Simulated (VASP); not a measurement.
A run of VASP 6.6.1 is set up as follows.

File POSCAR:

```
Cu
1.0
    2.5674438712      0.0000000000      0.0000000000
   -1.2837219356      2.2234716153      0.0000000000
    0.0000000000      0.0000000000      4.1666899825
Cu
2
Direct
    0.6666666667      0.3333333333      0.7500000000
    0.3333333333      0.6666666667      0.2500000000
```

INCAR.step1

```
PREC = Accurate
ENCUT = 520
EDIFF = 1E-5
ISMEAR = -1
SIGMA = 0.05
LREAL = F
LASPH = T
NELM = 100
ALGO = Normal
ISIF = 2
LWAVE = T
LCHARG = F
GGA = PE
NBANDS = 18
```

Contents of INCAR.step2:

```
PREC = Accurate
ENCUT = 520
EDIFF = 1E-6
ISMEAR = -1
SIGMA = 0.05
LREAL = F
LASPH = T
NELM = 100
ALGO = Normal
ISIF = 2
LWAVE = F
LCHARG = F
GGA = PE
LHFCALC = T
HFSCREEN = 0.2079
PRECFOCK = Normal
ISTART = 1
NBANDS = 18
```

Contents of KPOINTS:

```
Automatic mesh
0
Gamma
  8 8 4
```

Potentials or basis: VASP PAW PBE potentials, release 64 (Cu).

The run is started by

```sh
$ cat potpaw_PBE.64/Cu/POTCAR > POTCAR
$ cp INCAR.step1 INCAR
$ mpirun -np 1 vasp_std > vasp.out
$ cp INCAR.step2 INCAR
$ mpirun -np 1 vasp_std > vasp.out
```

Question: Estimate the band gap on the k mesh.

Answer: Zero (bands 11 and 12 overlap by 6.80 eV).

Question: Estimate the pressure.

Answer: 2.1 GPa.

Stress tensor (GPa, compression positive):
```
2.77 0.00 0.00
0.00 2.77 0.00
0.00 0.00 0.76
```

Caveat: the k points lie up to 0.38 Å⁻¹ apart, too coarse for converged energies and pressures of a metal; the PAW data sets were made with another functional, which shifts forces and pressure a little.
